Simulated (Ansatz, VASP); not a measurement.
## One calculation of MgO, two programs

The input INCAR:

```
SYSTEM = MgO
ALGO = Normal ; EDIFF = 1E-7
ENCUT = 520 ; ISIF = 2
ISMEAR = 0 ; LASPH = .True.
LCHARG = .False. ; LREAL = .False.
LWAVE = .False. ; NBANDS = 11
NELM = 60 ; PREC = Accurate
SIGMA = 0.01
```

File KPOINTS:

```
k-points
0
Gamma
  10 10 10
  0 0 0
```

File POSCAR:

```
MgO
1.0
    0.0000000000      2.0795922133      2.0795922133
    2.0795922133      0.0000000000      2.0795922133
    2.0795922133      2.0795922133      0.0000000000
Mg O
1 1
Direct
    0.0024043175      0.0024043175      0.0024043175
    0.5000000000      0.5000000000      0.5000000000
```

Input for Ansatz:

```yaml
crystal:
  lattice:
    - [0.0, 2.0795922133, 2.0795922133]
    - [2.0795922133, 0.0, 2.0795922133]
    - [2.0795922133, 2.0795922133, 0.0]
  atoms:
    - { symbol: Mg, position: [0.002404317523, 0.002404317523, 0.002404317523] }
    - { symbol: O, position: [0.5, 0.5, 0.5] }
kpoints:
  mp_grid: { grid: [10, 10, 10] }
scf:
  occupations: { method: fixed }
  convergence: { dr2_threshold: 1.0e-10 }
hamiltonian:
  xc: lda
  pseudopotentials: { kind: all_electron, lapw: { basis_error: 0.0005 } }
output:
  forces: true
  stress: true
  eigenstates:
    kpoints:
      - [0.0, 0.0, 0.0]
      - [-0.5, 0.0, -0.5]
      - [0.0, -0.5, -0.5]
      - [-0.5, -0.5, 0.0]
      - [-0.5, 0.0, 0.0]
      - [0.0, -0.5, 0.0]
      - [0.0, 0.0, -0.5]
      - [-0.5, -0.5, -0.5]
  eigenvalues: true
```

Change from the starting cell: atom 1 moved by [0.01, 0.01, 0.01] A.

Alike in both runs: task single point; functional LDA; k mesh 10 × 10 × 10; no spin polarisation.

|  | VASP | Ansatz |
| --- | --- | --- |
| version | VASP 6.6.1 | Ansatz 0.2.0 |
| potentials or method | VASP PAW LDA potentials, release 64 (Mg, O), cutoff 520 eV | all-electron LAPW, scalar-relativistic |
| occupations | gaussian, width 0.01 eV | fixed |

```csv
,VASP,Ansatz,Ansatz less VASP
gap on the k mesh at the Fermi level (eV),5.03,5.03,0.000
pressure (GPa),-1.7,0.3,+1.95
rms of the force components (eV/Å),0.061,0.060,-0.0014
```

LDA's correlation is that of Perdew and Zunger in VASP and of Perdew and Wang (1992) in Ansatz. Atom by atom the forces differ by 0.001 eV/Å (rms over components). Ansatz ran all-electron here, and VASP with PAW potentials.
